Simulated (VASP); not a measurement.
Write the native input for VASP 6.6.1 that does the following.

```
Task                   : single point
Functional             : LDA
Potentials or basis    : VASP PAW LDA potentials, release 64 (Cs_sv, H)
Cutoff                 : 520 eV
k mesh                 : 8 × 8 × 8
Occupations            : gaussian, width 0.05 eV
Spin                   : no spin polarisation
Dipole correction      : no
Further INCAR settings : ALGO = Normal; EDIFF = 1e-07; NBANDS = 12
```

The structure of CsH lies in POSCAR:

```
CsH
1.0
    3.8294201902     -0.2015484311     -0.2015484311
   -0.2015484311      3.8294201902     -0.2015484311
   -0.2015484311     -0.2015484311      3.8294201902
Cs H
1 1
Direct
    0.0000000000      0.0000000000      0.0000000000
    0.5000000000      0.5000000000      0.5000000000
```

This cell differs from its parent crystal: ratio of the length along [111] to the lengths across it x 0.85, volume and fractional coordinates fixed.

These files were run (other wordings do the same):

INCAR

```
SYSTEM = CsH
ALGO     = Normal         ! electronic algorithm
EDIFF    = 1E-7           ! SCF threshold, eV
ENCUT    = 520            ! plane-wave cutoff, eV
GGA      = CA             ! functional
ISIF     = 2              ! what is computed and relaxed
ISMEAR   = 0              ! smearing method
LASPH    = .True.         ! aspherical terms in the spheres
LCHARG   = .True.         ! write CHGCAR
LELF     = .True.         ! ELF
LREAL    = .False.        ! projectors in reciprocal space
LVHAR    = .True.       
LWAVE    = .False.        ! write WAVECAR
NBANDS   = 12             ! bands
NELM     = 80             ! most SCF steps
PREC     = Accurate       ! precision mode
SIGMA    = 0.05           ! smearing width, eV
```

KPOINTS

```
k-points
0
Gamma
  8 8 8
  0 0 0
```

Potentials or basis: VASP PAW LDA potentials, release 64 (Cs_sv, H).

Command:

```bash
$ cat potpaw_LDA.64/Cs_sv/POTCAR potpaw_LDA.64/H/POTCAR > POTCAR
$ mpirun -np 1 vasp_std > vasp.out
```

Results of the run:

The pressure is -1.3 GPa and the band gap on the k mesh is 2.08 eV, direct.

Caveat: spin-orbit coupling is left out, which moves the levels of the heavy elements.

Run time: 16 s on 1 thread of AMD EPYC 9R45 96-Core Processor (Zen 5) (shared host), peak memory 0.14 GiB.
